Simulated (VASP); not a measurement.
# ReP4Ru (F-43m) in VASP: further runs, part 3 of 3

VASP 6.6.1.

## 6. Relaxation of cell and atoms, PBE

File INCAR:

```
  PREC = Accurate
  ENCUT = 600
  EDIFF = 1E-7
  ISMEAR = 0
  SIGMA = 0.1
  LREAL = F
  LASPH = T
  NELM = 80
  ALGO = Normal
  ISIF = 3
  LWAVE = F
  LCHARG = F
  GGA = PE
  IBRION = 2
  NSW = 100
  EDIFFG = -0.01
```

File KPOINTS:

```
Automatic mesh
0
Gamma
  10 10 10
```

File POSCAR:

```
ReP4Ru
1.0
    0.0000000000      3.4395002813      3.4395002813
    3.4395002813      0.0000000000      3.4395002813
    3.4395002813      3.4395002813      0.0000000000
Re P Ru
1 4 1
Direct
    0.0000000000      0.0000000000      0.0000000000
    0.6247047674      0.6247047674      0.1258856978
    0.6247047674      0.1258856978      0.6247047674
    0.1258856978      0.6247047674      0.6247047674
    0.6247047674      0.6247047674      0.6247047674
    0.2500000000      0.2500000000      0.2500000000
```

Potentials or basis: VASP PAW PBE potentials, release 64 (Re, P, Ru_pv).

Command:

```console
cat potpaw_PBE.64/Re/POTCAR potpaw_PBE.64/P/POTCAR potpaw_PBE.64/Ru_pv/POTCAR > POTCAR
mpirun -np 1 vasp_std > vasp.out
```

OUTCAR:

```text
PREC = Accurate
   ENCUT = 600
   EDIFF = 1E-7
   ISMEAR = 0
   LREAL = F
   LASPH = T
   NELM = 80
   ISIF = 3
   GGA = PE
   IBRION = 2
   NSW = 100
   EDIFFG = -0.01

 ion  position               nearest neighbor table
   1  0.000  0.000  0.000-   2 2.85   3 2.85   2 2.85   4 2.85   3 2.85   4 2.85   5 2.85   5 2.85
                             5 2.85   2 2.85   3 2.85   4 2.85   6 2.98   6 2.98   6 2.98   6 2.98
   2  0.625  0.625  0.126-   3 2.43   4 2.43   5 2.43   3 2.44   4 2.44   5 2.44   6 2.85   6 2.85
                             6 2.85   1 2.85   1 2.85   1 2.85
   3  0.625  0.126  0.625-   2 2.43   4 2.43   5 2.43   4 2.44   2 2.44   5 2.44   6 2.85   6 2.85
                             6 2.85   1 2.85   1 2.85   1 2.85
   4  0.126  0.625  0.625-   2 2.43   3 2.43   5 2.43   3 2.44   2 2.44   5 2.44   6 2.85   6 2.85
                             6 2.85   1 2.85   1 2.85   1 2.85
   5  0.625  0.625  0.625-   2 2.43   3 2.43   4 2.43   4 2.44   3 2.44   2 2.44   6 2.85   6 2.85
                             6 2.85   1 2.85   1 2.85   1 2.85
   6  0.250  0.250  0.250-   2 2.85   3 2.85   4 2.85   5 2.85   5 2.85   5 2.85   2 2.85   4 2.85
                             4 2.85   2 2.85   3 2.85   3 2.85   1 2.98   1 2.98   1 2.98   1 2.98

  LATTYP: Found a face centered cubic cell.
 ALAT       =     6.8790005626

  Lattice vectors:

 A1 = (   0.0000000000,   3.4395002813,   3.4395002813)
 A2 = (   3.4395002813,   0.0000000000,   3.4395002813)
[... 193 lines left out ...]
  Total       -0.2373930     -0.2373930     -0.2373930      0.0000000      0.0000000     -0.0000000
  in kB       -4.6737183     -4.6737183     -4.6737183      0.0000000      0.0000000     -0.0000000
  external PRESSURE =      -4.6737183 kB  Pullay stress =       0.0000000 kB
[... 147 lines left out ...]
--------------------------------------- Ionic step        5  -------------------------------------------

 number of electron      40.9999999 magnetization

 Free energy of the ion-electron system (eV)
  ---------------------------------------------------
  ext. energy  EPLUGINS =         0.00000000
  ---------------------------------------------------
  free energy    TOTEN  =       -37.61566024 eV

  energy without entropy =      -37.59052894  energy(sigma->0) =      -37.60309459

 E-fermi :  11.0948     XC(G=0): -12.5845

 val. band max:       11.0892334150   @ k =  -0.3000   0.2000   0.0000
 cond. band min:      11.1181906359   @ k =   0.5000   0.4000   0.1000
 fundamental gap:      0.0289572209
 Fermi energy:        11.0947609756

 k-point     1 :       0.0000    0.0000    0.0000
  band No.  band energies     occupation
      1     -31.3179      2.00000
      2     -31.3179      2.00000
      3     -31.3179      2.00000
      4      -5.9795      2.00000
      5       1.0004      2.00000
      6       1.8060      2.00000
[... 637 lines left out ...]
     23      12.6657      0.00000
     24      12.8853      0.00000

 [... further k-points ...]

------------------------ aborting loop because EDIFF is reached ----------------------------------------

  FORCE on cell =-STRESS in cart. coord.  units (eV):
  Direction    XX          YY          ZZ          XY          YZ          ZX
  --------------------------------------------------------------------------------------
  -------------------------------------------------------------------------------------
  Total       -0.0085257     -0.0085257     -0.0085257      0.0000000      0.0000000      0.0000000
  in kB       -0.1683335     -0.1683335     -0.1683335      0.0000000      0.0000000      0.0000000
  external PRESSURE =      -0.1683335 kB  Pullay stress =       0.0000000 kB
[... 21 lines left out ...]
  FREE ENERGIE OF THE ION-ELECTRON SYSTEM (eV)
  ---------------------------------------------------
  free  energy   TOTEN  =       -37.6156602441 eV

  energy  without entropy=      -37.5905289373  energy(sigma->0) =      -37.60309459

 reached required accuracy - stopping structural energy minimisation
```

OSZICAR:

```text
N       E                     dE             d eps       ncg     rms          rms(c)
DAV:   1     0.260801150820E+03    0.26080E+03   -0.22999E+04  3568   0.191E+03
[... 49 lines left out ...]
DAV:   2    -0.376163424051E+02   -0.57883E-03   -0.80866E-03  3576   0.598E-01    0.234E-01
DAV:   3    -0.376156690579E+02    0.67335E-03   -0.48069E-03  3736   0.590E-01    0.255E-02
DAV:   4    -0.376156634180E+02    0.56399E-05   -0.16029E-04  3944   0.134E-01    0.146E-02
DAV:   5    -0.376156611464E+02    0.22716E-05   -0.15349E-05  3864   0.454E-02    0.715E-03
DAV:   6    -0.376156608764E+02    0.27000E-06   -0.99175E-07  2928   0.799E-03    0.482E-03
DAV:   7    -0.376156605427E+02    0.33368E-06   -0.11888E-07  1888   0.258E-03    0.261E-03
DAV:   8    -0.376156602206E+02    0.32218E-06   -0.83338E-08  1616   0.462E-03    0.600E-04
DAV:   9    -0.376156602441E+02   -0.23497E-07   -0.21362E-08  1592   0.302E-03
   5 F= -.37615660E+02 E0= -.37603095E+02  d E =-.286129E-04
```

It took 14 min on 1 thread of Intel Xeon 8259CL, shared host; peak memory 0.33 GiB.

What came out:

```
Free energy                           : -37.6157 eV
Relaxed volume                        : 13.52 Å³/atom
Relaxed cell                          : a = 4.860 Å, b = 4.860 Å, c = 4.860 Å, α = 60.00°, β = 60.00°, γ = 60.00°
Space group after relaxing (to 0.1 Å) : F-43m (No. 216)
Energy gained by relaxing             : 0.1 meV/atom
Ionic steps                           : 5
Pressure after relaxing               : 0.0 GPa
Largest force after relaxing          : 0.003 eV/Å
Band gap on the k mesh                : zero (an odd number of electrons rules out a gap without spin polarisation)
```

Forces on the atoms (eV/Å):
```
Re   0.000  0.000  0.000
P    0.002  0.002 -0.002
P    0.002 -0.002  0.002
P   -0.002  0.002  0.002
P   -0.002 -0.002 -0.002
Ru   0.000  0.000  0.000
```

Step by step:
| step | energy change (eV) | largest force (eV/Å) | pressure (GPa) | volume (Å³) |
| --- | --- | --- | --- | --- |
| 1 | 0.0000 | 0.0533 | -0.47 | 81.38 |
| 2 | -0.0003 | 0.0086 | 0.44 | 80.91 |
| 3 | -0.0006 | 0.0169 | 0.07 | 81.10 |
| 4 | -0.0006 | 0.0176 | 0.06 | 81.11 |
| 5 | -0.0006 | 0.0030 | -0.02 | 81.15 |

Final structure:
```yaml
crystal:
  lattice:
    - [0.00000, 3.43621, 3.43621]
    - [3.43621, 0.00000, 3.43621]
    - [3.43621, 3.43621, 0.00000]
  atoms:
    - { symbol: Re, position: [0.00000, 0.00000, 0.00000] }
    - { symbol: P, position: [0.62490, 0.62490, 0.12529] }
    - { symbol: P, position: [0.62490, 0.12529, 0.62490] }
    - { symbol: P, position: [0.12529, 0.62490, 0.62490] }
    - { symbol: P, position: [0.62490, 0.62490, 0.62490] }
    - { symbol: Ru, position: [0.25000, 0.25000, 0.25000] }
```

Caveat: spin-orbit coupling is left out, which moves the levels of the heavy elements.

## 7. Summary

| task | cell | k mesh | cutoff (eV) | gap on the mesh (eV) | pressure (GPa) | relaxed volume (Å³/atom) | largest force (eV/Å) |
| --- | --- | --- | --- | --- | --- | --- | --- |
| single point | a = 4.864 Å, angles 60.0°, 6 atoms, atomic positions A | 4 × 4 × 4 | 520 | none | -0.2 | - | 0.01 |
| single point | a = 5.234 Å, angles 60.0°, 6 atoms, atomic positions B | 4 × 4 × 4 | 520 | none | -20.1 | - | 0.02 |
| relaxation of cell and atoms | relaxed from a = 5.234 Å, angles 60.0°, 6 atoms, atomic positions B | 4 × 4 × 4 | 600 | none | 0.0 | 13.55 | - |
| single point | a = 4.860 Å, angles 60.0°, 6 atoms, atomic positions C | 10 × 10 × 10 | 520 | none | -0.1 | - | 0.01 |
| relaxation of cell and atoms | relaxed from a = 4.864 Å, angles 60.0°, 6 atoms, atomic positions A | 10 × 10 × 10 | 600 | none | 0.0 | 13.52 | - |

Alike in all rows: level PBE; potentials or basis VASP PAW PBE potentials, release 64 (Re, P, Ru_pv); no spin polarisation; smearing gaussian 0.1 eV.

Caveats: some runs use coarse meshes; spin-orbit coupling is left out, which moves the levels of the heavy elements; the volume moved by over 15 % at a fixed basis, so the end points are rough (at least some runs).

Absolute energies hang on the potentials; compare differences alone.

The gap in the log of VASP goes by the Fermi energy; the results here count the filled bands.